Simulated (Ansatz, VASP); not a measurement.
## One calculation of Cd8H, two programs

```
Cd H
1.0
     6.08120    0.00000    0.00000
    -3.04060    5.26648    0.00000
     0.00000    0.00000    5.95630
Cd H
8 1
Direct
  0.16809 0.33619 0.23340
  0.16809 0.83191 0.23340
  0.66667 0.33333 0.26978
  0.66381 0.83191 0.23340
  0.33619 0.16809 0.76660
  0.33333 0.66667 0.73022
  0.83191 0.16809 0.76660
  0.83191 0.66381 0.76660
  0.00000 0.00000 0.50000
```

Alike in both runs: functional PBE; k mesh 6 × 6 × 6; occupations gaussian, width 0.1 eV; no spin polarisation.

Ansatz relaxed the structure, and its values are those at the end. VASP's run is a single point on that final structure, the one shown.

```csv
,VASP,Ansatz
version,VASP 6.6.1,Ansatz 0.2.0
potentials or method,"VASP PAW PBE potentials, release 64 (Cd, H), cutoff 520 eV","scalar-relativistic, plane waves, PAW"
valence electrons in the cell,97,161
```

Ansatz gave:

| Quantity | Value |
| --- | --- |
| gap on the k mesh at the Fermi level (eV) | none |
| pressure (GPa) | 0.0 |
| rms of the force components (eV/Å) | 0.003 |

Q: What did VASP give for the same quantities?

A: gap on the k mesh at the Fermi level (eV): none; pressure (GPa): 0.3; rms of the force components (eV/Å): 0.003.

A gap of «none» marks a metal or a gap that the smearing closes. VASP's potentials hold 97 valence electrons a cell and Ansatz's 161, so a difference there can come from the potentials and not from the codes.
